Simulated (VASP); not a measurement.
# NaI (Pmma) in VASP: notebook

NaI is run at these levels: PBEsol+D3(BJ); tasks: single point.

All numbers are computed with VASP 6.6.1; they aren't measurements. Logs are shortened: lines on timing, memory, paths and dates and some standing lists are left out, and cuts for length are marked.

### Step 1. The cell of the first run

The structure is orthorhombic, space group Pmma (No. 51). The conventional cell has a = 4.622 Å, b = 4.270 Å, c = 7.798 Å, α = 90.00°, β = 90.00°, γ = 90.00°. Na (site symmetry mm2) has 6 I at 3.15 to 4.22 Å and 4 Na at 4.20 to 4.27 Å within 4.3 Å. I (site symmetry mm2) has 8 Na at 3.15 to 4.67 Å and 8 I at 4.27 to 4.63 Å within 4.7 Å.

### Step 2. Single point, PBEsol+D3(BJ)

INCAR reads:

```
PREC = Accurate ; ENCUT = 500
EDIFF = 1E-6 ; ISMEAR = 0
SIGMA = 0.01 ; LREAL = F
LASPH = T ; NELM = 120
ALGO = Normal ; ISIF = 2
LWAVE = F ; LCHARG = F
GGA = PS ; IVDW = 12
NBANDS = 22 ; GGA_COMPAT = F
```

KPOINTS reads:

```
Automatic mesh
0
Gamma
  3 3 2
  0.5 0.5 0.5
```

POSCAR reads:

```
NaI
1.0
    4.6222100000      0.0000000000      0.0000000000
    0.0000000000      4.2697000000      0.0000000000
    0.0000000000      0.0000000000      7.7983800000
Na I
2 2
Direct
    0.2500000000      0.5000000000      0.2750300000
    0.7500000000      0.5000000000      0.7249700000
    0.2500000000      0.0000000000      0.7424300000
    0.7500000000      0.0000000000      0.2575700000
```

Potentials or basis: VASP PAW PBE potentials, release 64 (Na_pv, I).

Launch:

```sh
$ cat potpaw_PBE.64/Na_pv/POTCAR potpaw_PBE.64/I/POTCAR > POTCAR
$ mpirun -np 1 vasp_std > vasp.out
```

OUTCAR:

```text
PREC = Accurate
   ENCUT = 500
   EDIFF = 1E-6
   ISMEAR = 0
   LREAL = F
   LASPH = T
   NELM = 120
   ISIF = 2
   GGA = PS
   IVDW = 12
 IVDW          = 12

 ion  position               nearest neighbor table
   1  0.250  0.500  0.275-   4 3.15   4 3.15   4 3.15   4 3.15
   2  0.750  0.500  0.725-   3 3.15   3 3.15   3 3.15   3 3.15
   3  0.250  0.000  0.742-   2 3.15   2 3.15   2 3.15   2 3.15
   4  0.750  0.000  0.258-   1 3.15   1 3.15   1 3.15   1 3.15

  LATTYP: Found a simple orthorhombic cell.
 ALAT       =     4.2697000000
 B/A-ratio  =     1.0825608357
 C/A-ratio  =     1.8264468230

  Lattice vectors:

 A1 = (   0.0000000000,  -4.2697000000,   0.0000000000)
 A2 = (   4.6222100000,   0.0000000000,   0.0000000000)
 A3 = (   0.0000000000,   0.0000000000,   7.7983800000)

Analysis of symmetry for initial positions (statically):
=====================================================================
 Subroutine PRICEL returns:
 Original cell was already a primitive cell.

 Routine SETGRP: Setting up the symmetry group for a
 simple orthorhombic supercell.

 Subroutine GETGRP returns: Found  8 space group operations
 (whereof  4 operations were pure point group operations)
 out of a pool of  8 trial point group operations.

The static configuration has the point symmetry C_2h.
 The point group associated with its full space group is D_2h.

Analysis of symmetry for dynamics (positions and initial velocities):
=====================================================================
 Subroutine PRICEL returns:
 Original cell was already a primitive cell.

 Routine SETGRP: Setting up the symmetry group for a
 simple orthorhombic supercell.

 Subroutine GETGRP returns: Found  8 space group operations
 (whereof  4 operations were pure point group operations)
 out of a pool of  8 trial point group operations.

The dynamic configuration has the point symmetry C_2h.
 The point group associated with its full space group is D_2h.

 Subroutine INISYM returns: Found  8 space group operations
 (whereof  4 operations are pure point group operations),
 and found     1 'primitive' translations

----------------------------------------------------------------------------------------

                                     Primitive cell

  volume of cell :     153.9045

  direct lattice vectors                    reciprocal lattice vectors
     4.622210000  0.000000000  0.000000000     0.216346726  0.000000000  0.000000000
     0.000000000  4.269700000  0.000000000     0.000000000  0.234208492  0.000000000
     0.000000000  0.000000000  7.798380000     0.000000000  0.000000000  0.128231761

  length of vectors
     4.622210000  4.269700000  7.798380000     0.216346726  0.234208492  0.128231761

  position of ions in fractional coordinates (direct lattice)
     0.250000000  0.500000000  0.275030000
     0.750000000  0.500000000  0.724970000
     0.250000000  0.000000000  0.742430000
     0.750000000  0.000000000  0.257570000

  ion indices of the primitive-cell ions
   primitive index   ion index
                 1           1
                 2           2
                 3           3
                 4           4

----------------------------------------------------------------------------------------

 KPOINTS: Automatic mesh

Automatic generation of k-mesh.
 Grid dimensions read from file:
 generate k-points for:    3    3    2

 Generating k-lattice:

  Cartesian coordinates                     Fractional coordinates (reciprocal lattice)
     0.072115575  0.000000000  0.000000000     0.333333333  0.000000000  0.000000000
     0.000000000  0.078069497  0.000000000     0.000000000  0.333333333  0.000000000
     0.000000000  0.000000000  0.064115880     0.000000000  0.000000000  0.500000000

  Length of vectors
     0.072115575  0.078069497  0.064115880

  Shift w.r.t. Gamma in fractional coordinates (k-lattice)
     0.500000000  0.500000000  0.500000000

 Subroutine IBZKPT returns following result:
 ===========================================

 Found      4 irreducible k-points:

 Following reciprocal coordinates:
            Coordinates               Weight
  0.166667  0.166667  0.250000      8.000000
  0.500000  0.166667  0.250000      4.000000
  0.166667  0.500000  0.250000      4.000000
  0.500000  0.500000  0.250000      2.000000
   k-points           NKPTS =      4   k-points in BZ     NKDIM =      4   number of bands    NBANDS=     22
   number of dos      NEDOS =    301   number of ions     NIONS =      4
   total plane-waves  NPLWV =  69120
   dimension x,y,z NGX =    36 NGY =   32 NGZ =   60
   dimension x,y,z NGXF=    72 NGYF=   64 NGZF=  120
   ions per type =               2   2
   NGX,Y,Z   is equivalent  to a cutoff of  12.95, 12.46, 12.79 a.u.
   NGXF,Y,Z  is equivalent  to a cutoff of  25.90, 24.92, 25.58 a.u.
 SYSTEM =  unknown system
   PREC   = accura    normal or accurate (medium, high low for compatibility)
   ISTART =      0    job   : 0-new  1-cont  2-samecut
   ICHARG =      2    charge: 1-file 2-atom 10-const
   ISPIN  =      1    spin polarized calculation?
   LNONCOLLINEAR =      F non collinear calculations
   LSORBIT =      F    spin-orbit coupling
   LASPH  =      T    aspherical Exc in radial PAW
   ENCUT  =  500.0 eV  36.75 Ry    6.06 a.u.   8.43  7.78 14.22*2*pi/ulx,y,z
   NELM   =    120;   NELMIN=  2; NELMDL= -5     # of ELM steps
   EDIFF  = 0.1E-05   stopping-criterion for ELM
   LREAL  =      F    real-space projection
   EDIFFG = 0.1E-04   stopping-criterion for IOM
   NSW    =      0    number of steps for IOM
   IBRION =     -1    ionic relax: 0-MD 1-quasi-New 2-CG
   NFREE  =      0    steps in history (QN), initial steepest desc. (CG)
   ISIF   =      2    stress and relaxation
   ISYM   =      2    0-nonsym 1-usesym 2-fastsym
   POTIM  = 0.5000    time-step for ionic-motion
   TEBEG  =    0.0;   TEEND  =   0.0 temperature during run
   PSTRESS=    0.0 pullay stress
   NELECT =      28.0000    total number of electrons
   NUPDOWN=      -1.0000    fix difference up-down
   EMIN   =  10.00;   EMAX   =-10.00  energy-range for DOS
   EFERMI =   0.00;   METHOD = LEGACY
   ISMEAR =     0;   SIGMA  =   0.01  broadening in eV -4-tet -1-fermi 0-gaus
   EFERMI_NEDOS =   21; number of points for ismear=-14 and -15
   IALGO  =     38    algorithm
   IMIX   =      4    mixing-type and parameters
     AMIX     =   0.40;   BMIX     =  1.00
     AMIX_MAG =   1.60;   BMIX_MAG =  1.00
  volume/ion in A,a.u.               =      38.48       259.65
  Fermi-wavevector in a.u.,A,eV,Ry     =   0.927635  1.752976 11.707899  0.860506
  Thomas-Fermi vector in A             =   2.053726
   LORBIT       =      0    0 simple, 1 ext, 2 COOP (PROOUT), +10 PAW based schemes
   GGA     = PS    functional components
   LHFCALC =     F    Hartree Fock is set to
   AEXX    =    0.0000 exact exchange contribution
   IVDW    =    12    specifies the selected vdW correction
   LEPSILON=     F    determine dielectric tensor
   LRPA    =     F    only Hartree local field effects (RPA)
 non-spin polarized calculation
 Gauss-broadening in eV      SIGMA  =   0.01
  energy-cutoff  :      500.00
  volume of cell :      153.90
 maximum number of plane-waves:      3916
 NGX is ok and might be reduce to    36
   NGX = 17   NGY = 15   NGZ = 29

 number of electron      28.0000009 magnetization

 Free energy of the ion-electron system (eV)
  ---------------------------------------------------
  ext. energy  EPLUGINS =         0.00000000
  ---------------------------------------------------
  free energy    TOTEN  =       -10.87634711 eV

  energy without entropy =      -10.87634711  energy(sigma->0) =      -10.87634711

 E-fermi :   0.2658     XC(G=0):  -7.2627

 val. band max:        0.2163671600   @ k =   0.1667   0.5000   0.2500
 cond. band min:       4.2615682436   @ k =   0.5000   0.5000   0.2500
 fundamental gap:      4.0452010836
 Fermi energy:         0.2657942692

 k-point     1 :       0.1667    0.1667    0.2500
  band No.  band energies     occupation
      1     -22.5626      2.00000
      2     -22.5598      2.00000
      3     -22.5174      2.00000
      4     -22.5170      2.00000
      5     -22.5169      2.00000
      6     -22.5159      2.00000
      7     -10.7546      2.00000
      8     -10.6207      2.00000
      9      -1.3130      2.00000
     10      -0.9119      2.00000
     11      -0.7640      2.00000
     12      -0.6128      2.00000
     13      -0.4456      2.00000
     14       0.0223      2.00000
     15       4.4889      0.00000
     16       5.4774      0.00000
     17       6.1562      0.00000
     18       6.9756      0.00000
     19       7.2722      0.00000
     20       7.7484      0.00000
     21       8.0293      0.00000
     22       8.4817      0.00000

 k-point     2 :       0.5000    0.1667    0.2500
  band No.  band energies     occupation
      1     -22.5611      2.00000
      2     -22.5611      2.00000
      3     -22.5187      2.00000
      4     -22.5187      2.00000
      5     -22.5167      2.00000
      6     -22.5167      2.00000
      7     -10.6044      2.00000
      8     -10.6044      2.00000
      9      -1.8026      2.00000
     10      -1.8026      2.00000
     11      -0.4508      2.00000
     12      -0.4508      2.00000
     13      -0.3746      2.00000
     14      -0.3746      2.00000
     15       5.4996      0.00000
     16       5.4996      0.00000
     17       6.0836      0.00000
     18       6.0836      0.00000
     19       7.6988      0.00000
     20       7.6988      0.00000
     21       8.7130      0.00000
     22       8.7130      0.00000

 k-point     3 :       0.1667    0.5000    0.2500
  band No.  band energies     occupation
      1     -22.5623      2.00000
      2     -22.5596      2.00000
      3     -22.5218      2.00000
      4     -22.5212      2.00000
      5     -22.5160      2.00000
      6     -22.5150      2.00000
      7     -10.5954      2.00000
      8     -10.4725      2.00000
      9      -2.0137      2.00000
     10      -1.6593      2.00000
     11      -0.9654      2.00000
     12      -0.6097      2.00000
     13      -0.4790      2.00000
     14       0.2164      2.00000
     15       4.5400      0.00000
     16       5.5430      0.00000
     17       6.2337      0.00000
     18       6.4179      0.00000
     19       6.7255      0.00000
     20       8.0277      0.00000
     21       8.1175      0.00000
     22       8.9201      0.00000

 k-point     4 :       0.5000    0.5000    0.2500
  band No.  band energies     occupation
      1     -22.5609      2.00000
      2     -22.5609      2.00000
      3     -22.5208      2.00000
      4     -22.5208      2.00000
      5     -22.5175      2.00000
      6     -22.5175      2.00000
      7     -10.4768      2.00000
      8     -10.4768      2.00000
      9      -1.5949      2.00000
     10      -1.5949      2.00000
     11      -1.4118      2.00000
     12      -1.4118      2.00000
     13      -0.1305      2.00000
     14      -0.1305      2.00000
     15       4.2616      0.00000
     16       4.2616      0.00000
     17       6.4742      0.00000
     18       6.4742      0.00000
     19       7.0425      0.00000
     20       7.0425      0.00000
     21       9.3876      0.00000
     22       9.3876      0.00000

------------------------ aborting loop because EDIFF is reached ----------------------------------------

 Edisp (eV)   -0.85696

 E8    (eV) :    -0.5864

  FORCE on cell =-STRESS in cart. coord.  units (eV):
  Direction    XX          YY          ZZ          XY          YZ          ZX
  --------------------------------------------------------------------------------------
  -------------------------------------------------------------------------------------
  Total      -1.61727    -1.84690    -1.26920     0.00000     0.00000     0.00000
  in kB     -16.83606   -19.22665   -13.21264     0.00000     0.00000     0.00000
  external pressure =      -16.43 kB  Pullay stress =        0.00 kB

 VOLUME and BASIS-vectors are now :
 -----------------------------------------------------------------------------
  energy-cutoff  :      500.00
  volume of cell :      153.90
      direct lattice vectors                 reciprocal lattice vectors
     4.622210000  0.000000000  0.000000000     0.216346726  0.000000000  0.000000000
     0.000000000  4.269700000  0.000000000     0.000000000  0.234208492  0.000000000
     0.000000000  0.000000000  7.798380000     0.000000000  0.000000000  0.128231761

 POSITION                                       TOTAL-FORCE (eV/Angst)
 -----------------------------------------------------------------------------------
      1.15555      2.13485      2.14479        -0.000000      0.000000     -0.027738
      3.46666      2.13485      5.65359         0.000000     -0.000000      0.027738
      1.15555      0.00000      5.78975         0.000000     -0.000000     -0.022495
      3.46666      0.00000      2.00863         0.000000     -0.000000      0.022495
 -----------------------------------------------------------------------------------
    total drift:                                0.000000      0.000000     -0.000000

  FREE ENERGIE OF THE ION-ELECTRON SYSTEM (eV)
  ---------------------------------------------------
  free  energy   TOTEN  =       -11.7333119825 eV

  energy  without entropy=      -11.7333119825  energy(sigma->0) =      -11.73331198
```

It took 8.7 s on 1 thread of Intel Xeon 6975P-C (Granite Rapids), shared host; peak memory 0.23 GiB.

Results:

* Free energy: -11.7333 eV
* Pressure: -1.6 GPa
* Largest force: 0.028 eV/Å
* Band gap on the k mesh: 4.05 eV (least direct gap 4.32 eV)
* Dispersion energy per atom: -0.214 eV

Forces in eV/Å, atoms in the order of the input:
```
Na   0.000  0.000 -0.028
Na   0.000  0.000  0.028
I    0.000  0.000 -0.022
I    0.000  0.000  0.022
```

Caveat: three body term missing; the PAW data sets were made with another functional, which shifts forces and pressure a little; spin-orbit coupling is left out, which moves the levels of the heavy elements; a shifted mesh leaves out Γ, where band edges can lie. A k mesh can miss the band edges.

(Continued in part 2 of 2.)
